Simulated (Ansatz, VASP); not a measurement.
## Two plane-wave programs on C

INCAR

```
PREC     = Accurate       # precision mode
ENCUT    = 520            # plane-wave cutoff, eV
EDIFF    = 1E-7           # SCF threshold, eV
ISMEAR   = 0              # smearing method
SIGMA    = 0.05           # smearing width, eV
LREAL    = F              # projectors in reciprocal space
LASPH    = T              # aspherical terms in the spheres
NELM     = 60             # most SCF steps
ALGO     = Normal         # electronic algorithm
ISIF     = 2              # what is computed and relaxed
LWAVE    = F              # write WAVECAR
LCHARG   = F              # write CHGCAR
GGA      = PE             # functional
NBANDS   = 11             # bands
```

File KPOINTS:

```
regular mesh
0
Gamma
  12 12 12
```

POSCAR

```
C
1.0
    0.0000000000      1.7432186813      1.8293336841
    1.7432186813      0.0000000000      1.8293336841
    1.7432186813      1.7432186813      0.0000000000
C
2
Direct
    0.5000000000      0.5000000000      0.5000000000
    0.7500000000      0.7500000000      0.7500000000
```

Input for Ansatz:

```yaml
crystal:
  lattice:
    - [0.0, 1.7432186813, 1.8293336841]
    - [1.7432186813, 0.0, 1.8293336841]
    - [1.7432186813, 1.7432186813, 0.0]
  atoms:
    - { symbol: C, position: [0.5, 0.5, 0.5] }
    - { symbol: C, position: [0.75, 0.75, 0.75] }
basis:
  ecutwfc: 520.0
kpoints:
  mp_grid: { grid: [12, 12, 12] }
hamiltonian:
  xc: pbe
  pseudopotentials: { kind: paw, azcp: { folder: soft_1 } }
scf:
  occupations: { method: gaussian, width: 0.05 }
output:
  forces: true
  stress: true
  eigenvalues: true
```

Alike in both runs: task single point; functional PBE; k mesh 12 × 12 × 12; occupations gaussian, width 0.05 eV; no spin polarisation.

|  | VASP | Ansatz |
| --- | --- | --- |
| version | VASP 6.6.1 | Ansatz 0.2.0 |
| potentials or method | VASP PAW PBE potentials, release 64 (C), cutoff 520 eV | scalar-relativistic, plane waves, PAW |
| valence electrons in the cell | 8 | 8 |

|  | VASP | Ansatz | Ansatz less VASP |
| --- | --- | --- | --- |
| gap on the k mesh at the Fermi level (eV) | 3.58 | 3.59 | +0.009 |
| least direct gap on the mesh (eV) | 5.21 | 5.21 | +0.004 |
| pressure (GPa) | 11.8 | 11.0 | -0.71 |
| traceless stress, the component that is largest in VASP (GPa) | -32.05 | -32.06 | -0.008 |

With one functional, cell and mesh, what is left measures potentials, basis and numerics.
